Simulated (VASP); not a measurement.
Here is a VASP 6.6.1 calculation.

INCAR

```
PREC = Accurate ; ENCUT = 600
EDIFF = 1E-6 ; ISMEAR = -1
SIGMA = 0.02 ; LREAL = False
LASPH = True ; NELM = 80
ALGO = Normal ; ISIF = 3
LWAVE = False ; LCHARG = False
IBRION = 2 ; NSW = 80
EDIFFG = -0.01
```

KPOINTS

```
regular mesh
0
Gamma
  6 6 6
```

File POSCAR:

```
BaZrO3
1.0
    4.1913400000      0.0000000000      0.0000000000
    0.0000000000      4.1913400000      0.0000000000
    0.0000000000      0.0000000000      4.1913400000
Ba Zr O
1 1 3
Direct
    0.0000000000      0.0000000000      0.0000000000
    0.5000000000      0.5000000000      0.5000000000
    0.0000000000      0.5000000000      0.5000000000
    0.5000000000      0.0000000000      0.5000000000
    0.5000000000      0.5000000000      0.0000000000
```

Potentials or basis: VASP PAW LDA potentials, release 64 (Ba_sv, Zr_sv, O).

Run with:

```console
$ cat potpaw_LDA.64/Ba_sv/POTCAR potpaw_LDA.64/Zr_sv/POTCAR potpaw_LDA.64/O/POTCAR > POTCAR
$ mpirun -np 1 vasp_std > vasp.out
```

Q: Predict the space group after relaxing (to 0.1 Å).

A: Pm-3m (No. 221).

Q: What does it give for the relaxed volume?

A: 14.38 Å³/atom.

Q: Predict the relaxed cell.

A: a = 4.158 Å, b = 4.158 Å, c = 4.158 Å, α = 90.00°, β = 90.00°, γ = 90.00°.

Final structure:
```
Ba Zr O
1.0
     4.15793    0.00000    0.00000
     0.00000    4.15793    0.00000
     0.00000    0.00000    4.15793
Ba Zr O
1 1 3
Direct
  0.00000 0.00000 0.00000
  0.50000 0.50000 0.50000
  0.00000 0.50000 0.50000
  0.50000 0.00000 0.50000
  0.50000 0.50000 0.00000
```

 Zero-point motion and thermal expansion aren't in these numbers.
